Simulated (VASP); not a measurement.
# InP: elastic constants with PBEsol

The system is InP.

```
In P
1.0
     0.00000    2.88787    2.88787
     2.88787    0.00000    2.88787
     2.88787    2.88787    0.00000
In P
1 1
Cartesian
  0.0000 0.0000 0.0000
  4.3318 4.3318 4.3318
```

```json
{
  "Program": "VASP 6.6.1",
  "Task": "elastic constants",
  "Functional": "PBEsol",
  "Potentials or basis": "VASP PAW PBE potentials, release 64 (In_d, P)",
  "Cutoff": "600 eV",
  "k mesh": "6 × 6 × 6",
  "Occupations": "gaussian, width 0.01 eV",
  "Spin": "no spin polarisation",
  "Dipole correction": "no",
  "Ions in elastic constants": "relaxed",
  "Further INCAR settings": "ALGO = Normal; EDIFF = 1e-08; IBRION = 6; POTIM = 0.015; NSW = 1; ISIF = 3"
}
```

```yaml
Elastic_constants_C11_C12_C44: 108, 68, 44 GPa
Voigt_bulk_modulus: 81 GPa
Highest_phonon_frequency_at_Γ_LO-TO_splitting_left_out: 316 cm⁻¹
```

Phonon frequencies in cm⁻¹ (negative: imaginary):
```tsv
q point	frequencies
(0.000, 0.000, 0.000)	0 0 0 316 316 316
```

Elastic tensor in Voigt notation (GPa, in the Cartesian axes of the cell as first typed):
```
108  68  68   0   0   0
 68 108  68   0   0   0
 68  68 108   0   0   0
  0   0   0  44   0   0
  0   0   0   0  44   0
  0   0   0   0   0  44
```

Clamped-ion elastic tensor (GPa):
```
108  68  68   0   0   0
 68 108  68   0   0   0
 68  68 108   0   0   0
  0   0   0  81   0   0
  0   0   0   0  81   0
  0   0   0   0   0  81
```

It took 11 min on 1 thread of Intel Xeon 8259CL (shared host), peak memory 0.28 GiB.

Caveat: the cell is under stress, which shifts elastic constants; the PAW data sets were made with another functional, which shifts forces and pressure a little.
